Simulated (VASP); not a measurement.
# AlCo (P1) in VASP: a series of runs

Runs on AlCo. Level: PBE. Tasks: single point, relaxation of cell and atoms.

All numbers are computed with VASP 6.6.1; they aren't measurements. Logs are shortened: lines on timing, memory, paths and dates and some standing lists are left out, and cuts for length are marked.

## 1. The cell of the first run

The typed cell holds 2 atoms: a = 2.852 Å, b = 2.852 Å, c = 2.852 Å, α = 90.00°, β = 90.00°, γ = 90.00°.

## 2. Single point, PBE (atom 1 moved 0.15 Å)

Input file INCAR:

```
PREC = Accurate
ENCUT = 520
EDIFF = 1E-6
ISMEAR = 0
SIGMA = 0.15
LREAL = F
LASPH = T
NELM = 80
ALGO = Fast
ISIF = 2
LWAVE = F
LCHARG = F
GGA = PE
NBANDS = 13
```

Input file KPOINTS:

```
regular mesh
0
Gamma
  12 12 12
```

Input file POSCAR:

```
AlCo
1.0
    2.8519024034      0.0000000000      0.0000000000
    0.0000000000      2.8519024034      0.0000000000
    0.0000000000      0.0000000000      2.8519024034
Al Co
1 1
Direct
    0.0135156604     -0.0162647110     -0.0156327628
    0.4864843396      0.5162647110      0.5156327628
```

Potentials or basis: VASP PAW PBE potentials, release 64 (Al, Co).

Started as:

```sh
> cat potpaw_PBE.64/Al/POTCAR potpaw_PBE.64/Co/POTCAR > POTCAR
> mpirun -np 1 vasp_std > vasp.out
```

OUTCAR:

```text
PREC = Accurate
   ENCUT = 520
   EDIFF = 1E-6
   ISMEAR = 0
   LREAL = F
   LASPH = T
   NELM = 80
   ISIF = 2
   GGA = PE

 ion  position               nearest neighbor table
   1  0.014  0.984  0.984-   2 2.32   2 2.41   2 2.43   2 2.43   2 2.52   2 2.52   2 2.53   2 2.62

   2  0.486  0.516  0.516-   1 2.32   1 2.41   1 2.43   1 2.43   1 2.52   1 2.52   1 2.53   1 2.62

  LATTYP: Found a simple cubic cell.
 ALAT       =     2.8519024034

  Lattice vectors:

 A1 = (   2.8519024034,   0.0000000000,   0.0000000000)
 A2 = (   0.0000000000,   2.8519024034,   0.0000000000)
 A3 = (   0.0000000000,   0.0000000000,   2.8519024034)

Analysis of symmetry for initial positions (statically):
=====================================================================
 Subroutine PRICEL returns:
 Original cell was already a primitive cell.

 Routine SETGRP: Setting up the symmetry group for a
 simple cubic supercell.

 Subroutine GETGRP returns: Found  1 space group operations
 (whereof  1 operations were pure point group operations)
 out of a pool of 48 trial point group operations.

The static configuration has the point symmetry C_1 .

Analysis of symmetry for dynamics (positions and initial velocities):
=====================================================================
 Subroutine PRICEL returns:
 Original cell was already a primitive cell.

 Routine SETGRP: Setting up the symmetry group for a
 simple cubic supercell.

 Subroutine GETGRP returns: Found  1 space group operations
 (whereof  1 operations were pure point group operations)
 out of a pool of 48 trial point group operations.

The dynamic configuration has the point symmetry C_1 .

 Subroutine INISYM returns: Found  1 space group operations
 (whereof  1 operations are pure point group operations),
 and found     1 'primitive' translations

----------------------------------------------------------------------------------------

                                     Primitive cell

  volume of cell :      23.1955

  direct lattice vectors                    reciprocal lattice vectors
     2.851902403  0.000000000  0.000000000     0.350643135  0.000000000  0.000000000
     0.000000000  2.851902403  0.000000000     0.000000000  0.350643135  0.000000000
     0.000000000  0.000000000  2.851902403     0.000000000  0.000000000  0.350643135

  length of vectors
     2.851902403  2.851902403  2.851902403     0.350643135  0.350643135  0.350643135

  position of ions in fractional coordinates (direct lattice)
     0.013515660  0.983735289  0.984367237
     0.486484340  0.516264711  0.515632763

  ion indices of the primitive-cell ions
   primitive index   ion index
                 1           1
                 2           2

----------------------------------------------------------------------------------------

 KPOINTS: regular mesh

Automatic generation of k-mesh.
 Grid dimensions read from file:
 generate k-points for:   12   12   12

 Generating k-lattice:

  Cartesian coordinates                     Fractional coordinates (reciprocal lattice)
     0.029220261  0.000000000  0.000000000     0.083333333  0.000000000  0.000000000
     0.000000000  0.029220261  0.000000000     0.000000000  0.083333333  0.000000000
     0.000000000  0.000000000  0.029220261     0.000000000  0.000000000  0.083333333

  Length of vectors
     0.029220261  0.029220261  0.029220261

  Shift w.r.t. Gamma in fractional coordinates (k-lattice)
     0.000000000  0.000000000  0.000000000

 Subroutine IBZKPT returns following result:
 ===========================================

 Found    868 irreducible k-points:

 Following reciprocal coordinates:
            Coordinates               Weight
  0.000000  0.000000  0.000000      1.000000
  0.083333  0.000000  0.000000      2.000000
  0.000000  0.083333  0.000000      2.000000
  0.000000  0.000000  0.083333      2.000000
  0.166667  0.000000  0.000000      2.000000
  0.000000  0.166667  0.000000      2.000000
[... 16 lines left out ...]
 -0.083333  0.083333  0.000000      2.000000
 -0.083333  0.000000  0.083333      2.000000
 [... further k-points ...]
   k-points           NKPTS =    868   k-points in BZ     NKDIM =    868   number of bands    NBANDS=     13
   number of dos      NEDOS =    301   number of ions     NIONS =      2
   total plane-waves  NPLWV =  13824
   dimension x,y,z NGX =    24 NGY =   24 NGZ =   24
   dimension x,y,z NGXF=    48 NGYF=   48 NGZF=   48
   ions per type =               1   1
   NGX,Y,Z   is equivalent  to a cutoff of  13.99, 13.99, 13.99 a.u.
   NGXF,Y,Z  is equivalent  to a cutoff of  27.98, 27.98, 27.98 a.u.
 SYSTEM =  unknown system
   PREC   = accura    normal or accurate (medium, high low for compatibility)
   ISTART =      0    job   : 0-new  1-cont  2-samecut
   ICHARG =      2    charge: 1-file 2-atom 10-const
   ISPIN  =      1    spin polarized calculation?
   LNONCOLLINEAR =      F non collinear calculations
   LSORBIT =      F    spin-orbit coupling
   LASPH  =      T    aspherical Exc in radial PAW
   ENCUT  =  520.0 eV  38.22 Ry    6.18 a.u.   5.30  5.30  5.30*2*pi/ulx,y,z
   NELM   =     80;   NELMIN=  2; NELMDL= -5     # of ELM steps
   EDIFF  = 0.1E-05   stopping-criterion for ELM
   LREAL  =      F    real-space projection
   EDIFFG = 0.1E-04   stopping-criterion for IOM
   NSW    =      0    number of steps for IOM
   IBRION =     -1    ionic relax: 0-MD 1-quasi-New 2-CG
   NFREE  =      0    steps in history (QN), initial steepest desc. (CG)
   ISIF   =      2    stress and relaxation
   ISYM   =      2    0-nonsym 1-usesym 2-fastsym
   POTIM  = 0.5000    time-step for ionic-motion
   TEBEG  =    0.0;   TEEND  =   0.0 temperature during run
   PSTRESS=    0.0 pullay stress
   NELECT =      12.0000    total number of electrons
   NUPDOWN=      -1.0000    fix difference up-down
   EMIN   =  10.00;   EMAX   =-10.00  energy-range for DOS
   EFERMI =   0.00;   METHOD = LEGACY
   ISMEAR =     0;   SIGMA  =   0.15  broadening in eV -4-tet -1-fermi 0-gaus
   EFERMI_NEDOS =   21; number of points for ismear=-14 and -15
   IALGO  =     68    algorithm
   IMIX   =      4    mixing-type and parameters
     AMIX     =   0.40;   BMIX     =  1.00
     AMIX_MAG =   1.60;   BMIX_MAG =  1.00
  volume/ion in A,a.u.               =      11.60        78.27
  Fermi-wavevector in a.u.,A,eV,Ry     =   1.314218  2.483511 23.499543  1.727168
  Thomas-Fermi vector in A             =   2.444486
   LORBIT       =      0    0 simple, 1 ext, 2 COOP (PROOUT), +10 PAW based schemes
   GGA     = PE    functional components
   LHFCALC =     F    Hartree Fock is set to
   AEXX    =    0.0000 exact exchange contribution
   IVDW    =     0    specifies the selected vdW correction
   LEPSILON=     F    determine dielectric tensor
   LRPA    =     F    only Hartree local field effects (RPA)
 non-spin polarized calculation
 RMM-DIIS sequential band-by-band and
 Gauss-broadening in eV      SIGMA  =   0.15
  energy-cutoff  :      520.00
  volume of cell :       23.20
 maximum number of plane-waves:       647
 NGX is ok and might be reduce to    24
   NGX = 11   NGY = 11   NGZ = 11

 number of electron      12.0000001 magnetization

 Free energy of the ion-electron system (eV)
  ---------------------------------------------------
  ext. energy  EPLUGINS =         0.00000000
  ---------------------------------------------------
  free energy    TOTEN  =       -11.90930679 eV

  energy without entropy =      -11.89960281  energy(sigma->0) =      -11.90445480

 E-fermi :  10.5338     XC(G=0): -12.2491

 val. band max:       10.5295104621   @ k =   0.0000   0.4167   0.4167
 cond. band min:      10.5340275118   @ k =   0.4167   0.0000   0.4167
 fundamental gap:      0.0045170497
 Fermi energy:        10.5337572793

 k-point     1 :       0.0000    0.0000    0.0000
  band No.  band energies     occupation
      1      -0.5088      2.00000
      2       7.5726      2.00000
      3       7.5757      2.00000
      4       9.6637      2.00000
      5       9.7020      2.00000
      6       9.7030      2.00000
      7      16.4877      0.00000
      8      16.4928      0.00000
      9      16.5636      0.00000
     10      19.3133      0.00000
     11      19.3152      0.00000
     12      25.4806      0.00000
     13      31.8862      0.00000

 k-point     2 :       0.0833    0.0000    0.0000
  band No.  band energies     occupation
      1      -0.3774      2.00000
      2       7.5592      2.00000
      3       7.6115      2.00000
      4       9.6016      2.00000
      5       9.6323      2.00000
      6       9.7025      2.00000
      7      15.3300      0.00000
      8      16.6719      0.00000
      9      16.7514      0.00000
     10      19.2993      0.00000
     11      20.3615      0.00000
     12      25.9060      0.00000
     13      30.6585      0.00000

 k-point     3 :       0.0000    0.0833    0.0000
  band No.  band energies     occupation
      1      -0.3775      2.00000
      2       7.5616      2.00000
      3       7.6090      2.00000
      4       9.6046      2.00000
      5       9.6317      2.00000
      6       9.7002      2.00000
      7      15.3331      0.00000
      8      16.6758      0.00000
      9      16.7424      0.00000
     10      19.2979      0.00000
     11      20.3666      0.00000
     12      25.9045      0.00000
     13      30.7450      0.00000

 k-point     4 :       0.0000    0.0000    0.0833
  band No.  band energies     occupation
      1      -0.3775      2.00000
      2       7.5610      2.00000
      3       7.6096      2.00000
      4       9.6038      2.00000
      5       9.6318      2.00000
      6       9.7008      2.00000
      7      15.3323      0.00000
      8      16.6751      0.00000
      9      16.7443      0.00000
     10      19.2982      0.00000
     11      20.3654      0.00000
     12      25.9049      0.00000
     13      30.7114      0.00000

 k-point     5 :       0.1667    0.0000    0.0000
  band No.  band energies     occupation
      1       0.0137      2.00000
      2       7.4663      2.00000
      3       7.7114      2.00000
      4       9.4265      2.00000
      5       9.4505      2.00000
      6       9.7198      2.00000
      7      13.5478      0.00000
      8      17.1955      0.00000
      9      17.2656      0.00000
     10      19.2532      0.00000
     11      21.7829      0.00000
     12      27.2058      0.00000
     13      28.7118      0.00000
[... 257 lines left out ...]
 k-point    22 :       0.0833    0.0000    0.0833
  band No.  band energies     occupation
      1      -0.2467      2.00000
      2       7.5780      2.00000
      3       7.6194      2.00000
      4       9.5390      2.00000
      5       9.6177      2.00000
      6       9.6434      2.00000
      7      15.2426      0.00000
      8      15.7692      0.00000
      9      16.9181      0.00000
     10      19.8242      0.00000
     11      20.9438      0.00000
     12      26.2907      0.00000
     13      29.3509      0.00000

 k-point    23 :      -0.0833    0.0833    0.0000
  band No.  band energies     occupation
      1      -0.2466      2.00000
      2       7.5781      2.00000
      3       7.6197      2.00000
      4       9.5365      2.00000
      5       9.6042      2.00000
      6       9.6582      2.00000
      7      15.2757      0.00000
      8      15.7370      0.00000
      9      16.9146      0.00000
     10      19.8284      0.00000
     11      20.9484      0.00000
     12      26.2555      0.00000
     13      29.3641      0.00000

 k-point    24 :      -0.0833    0.0000    0.0833
  band No.  band energies     occupation
      1      -0.2466      2.00000
      2       7.5775      2.00000
      3       7.6204      2.00000
      4       9.5356      2.00000
      5       9.6052      2.00000
      6       9.6581      2.00000
      7      15.2766      0.00000
      8      15.7340      0.00000
      9      16.9176      0.00000
     10      19.8272      0.00000
     11      20.9481      0.00000
     12      26.2567      0.00000
     13      29.3638      0.00000

 [... further k-points ...]

------------------------ aborting loop because EDIFF is reached ----------------------------------------

  FORCE on cell =-STRESS in cart. coord.  units (eV):
  Direction    XX          YY          ZZ          XY          YZ          ZX
  --------------------------------------------------------------------------------------
  -------------------------------------------------------------------------------------
  Total        0.2337784      0.2104570      0.2161181     -0.1790535      0.2056941     -0.1724927
  in kB       16.1477098     14.5368382     14.9278699    -12.3677159     14.2078540    -11.9145396
  external PRESSURE =      15.2041393 kB  Pullay stress =       0.0000000 kB

 VOLUME and BASIS-vectors are now :
 -----------------------------------------------------------------------------
  energy-cutoff  :      520.00
  volume of cell :       23.20
      direct lattice vectors                 reciprocal lattice vectors
     2.851902403  0.000000000  0.000000000     0.350643135  0.000000000  0.000000000
     0.000000000  2.851902403  0.000000000     0.000000000  0.350643135  0.000000000
     0.000000000  0.000000000  2.851902403     0.000000000  0.000000000  0.350643135

 POSITION                                       TOTAL-FORCE (eV/Angst)
 -----------------------------------------------------------------------------------
      0.03855      2.80552      2.80732        -0.590218      0.704278      0.678311
      1.38741      1.47234      1.47053         0.590218     -0.704278     -0.678311
 -----------------------------------------------------------------------------------
    total drift:                               -0.000128      0.000181      0.000183

  FREE ENERGIE OF THE ION-ELECTRON SYSTEM (eV)
  ---------------------------------------------------
  free  energy   TOTEN  =       -11.9093067943 eV

  energy  without entropy=      -11.8996028089  energy(sigma->0) =      -11.90445480
```

It took 5 min on 1 thread of Intel Xeon 8259CL, shared host; peak memory 0.38 GiB.

Results:

* Free energy: -11.9093 eV
* Pressure: 1.5 GPa
* Largest force: 1.142 eV/Å
* Band gap on the k mesh: zero (bands 6 and 7 overlap by 2.60 eV)

Forces in eV/Å, atoms in the order of the input:
```
Al  -0.590  0.704  0.678
Co   0.590 -0.704 -0.678
```

Levels at points of the mesh, in eV from the Fermi level:
```
           k point  band 3  band 4  band 5  band 6  band 7  band 8  band 9  band 10
(0.00, 0.00, 0.00)   -2.96   -0.87   -0.83   -0.83    5.95    5.96    6.03     8.78
(0.50, 0.00, 0.00)   -2.38   -1.72   -1.71   -0.74    0.18    8.45   10.63    10.65
(0.00, 0.50, 0.00)   -2.38   -1.72   -1.71   -0.74    0.18    8.46   10.61    10.63
(0.00, 0.00, 0.50)   -2.38   -1.72   -1.71   -0.74    0.18    8.45   10.62    10.63
(0.50, 0.50, 0.00)   -2.68   -2.57   -1.50   -1.47   -0.24    2.42    3.42    12.80
(0.00, 0.50, 0.50)   -2.67   -2.56   -1.50   -1.48   -0.24    2.43    3.42    12.79
(0.50, 0.00, 0.50)   -2.68   -2.58   -1.49   -1.47   -0.24    2.42    3.42    12.80
(0.50, 0.50, 0.50)   -3.92   -0.20   -0.20    2.36    2.38    2.39    3.93     5.34
```

Caveat: the cell differs from its parent crystal (atom 1 moved 0.15 Å); the run has no spin polarisation, though such a crystal can be magnetic; forces of over 1 eV/Å act on the atoms, so gaps and moduli don't describe the material at rest. Spin polarisation is off, so any magnetic state and its effect on volume and gap are missing.

## 3. Relaxation of cell and atoms, PBE

Input file INCAR:

```
PREC = Accurate
ENCUT = 600
EDIFF = 1E-6
ISMEAR = 0
SIGMA = 0.15
LREAL = False
LASPH = True
NELM = 80
ALGO = Fast
ISIF = 3
LWAVE = False
LCHARG = False
GGA = PE
IBRION = 2
NSW = 100
EDIFFG = -0.01
```

KPOINTS is that of step 2.

POSCAR is that of step 2.

Potentials or basis: VASP PAW PBE potentials, release 64 (Al, Co).

Started as:

```sh
> cat potpaw_PBE.64/Al/POTCAR potpaw_PBE.64/Co/POTCAR > POTCAR
> mpirun -np 1 vasp_std > vasp.out
```

Wall time 27 min (1 thread of Intel Xeon 8259CL, shared host); peak memory 0.45 GiB.

The run converged. Its results:

```yaml
Free_energy: -11.9928 eV
Relaxed_volume: 11.60 Å³/atom
Relaxed_cell: a = 2.853 Å, b = 2.852 Å, c = 2.852 Å, α = 90.00°, β = 90.00°, γ = 90.00°
Space_group_after_relaxing_to_0.1_Å: Pm-3m (No. 221)
Energy_gained_by_relaxing: 41.8 meV/atom
Ionic_steps: 17
Pressure_after_relaxing: 0.0 GPa
Largest_force_after_relaxing: 0.005 eV/Å
Band_gap_on_the_k_mesh: zero (bands 6 and 7 overlap by 2.63 eV)
```

Forces on the atoms (eV/Å):
```
Al   0.002 -0.003 -0.003
Co  -0.002  0.003  0.003
```

Step by step:
```csv
step,energy change (eV),largest force (eV/Å),pressure (GPa),volume (Å³)
1,0.0000,1.1417,1.75,23.20
2,-0.0718,0.2544,-3.16,23.62
3,-0.0731,0.1404,-3.73,23.69
4,-0.0793,0.1134,2.90,22.82
5,-0.0827,0.0056,0.23,23.14
6,-0.0827,0.0139,0.41,23.12
7,-0.0836,0.0169,0.36,23.18
8,-0.0836,0.0166,0.15,23.18
9,-0.0836,0.0162,0.14,23.18
10,-0.0836,0.0028,-0.42,23.21
11,-0.0836,0.0113,-0.16,23.20
12,-0.0836,0.0117,0.06,23.19
13,-0.0836,0.0099,-0.15,23.20
14,-0.0836,0.0109,-0.02,23.20
15,-0.0836,0.0096,-0.45,23.20
16,-0.0836,0.0111,0.09,23.20
17,-0.0836,0.0045,-0.05,23.21
```

Final structure:
```xyz
2
Lattice="2.8526 0.0001 0.0001 0.0001 2.8522 -0.0001 0.0001 -0.0001 2.8523" Properties=species:S:1:pos:R:3 pbc="T T T"
Al    2.8523    0.0003    0.0003
Co    1.4266    1.4259    1.4259
```

Levels at points of the mesh, in eV from the Fermi level:
```
           k point  band 4  band 5  band 6  band 7  band 8  band 9
(0.00, 0.00, 0.00)   -0.83   -0.83   -0.83    5.96    5.96    5.96
(0.50, 0.00, 0.00)   -1.70   -1.70   -0.72    0.18    8.40   10.60
(0.00, 0.50, 0.00)   -1.70   -1.70   -0.72    0.18    8.40   10.60
(0.00, 0.00, 0.50)   -1.70   -1.70   -0.72    0.18    8.40   10.60
(0.50, 0.50, 0.00)   -2.67   -1.49   -1.49   -0.23    2.42    3.44
(0.00, 0.50, 0.50)   -2.67   -1.49   -1.49   -0.23    2.42    3.44
(0.50, 0.00, 0.50)   -2.67   -1.49   -1.49   -0.23    2.42    3.44
(0.50, 0.50, 0.50)   -0.20   -0.20    2.39    2.39    2.39    4.09
```

Caveat: the run has no spin polarisation, though such a crystal can be magnetic. Spin polarisation is off, so any magnetic state and its effect on volume and gap are missing.
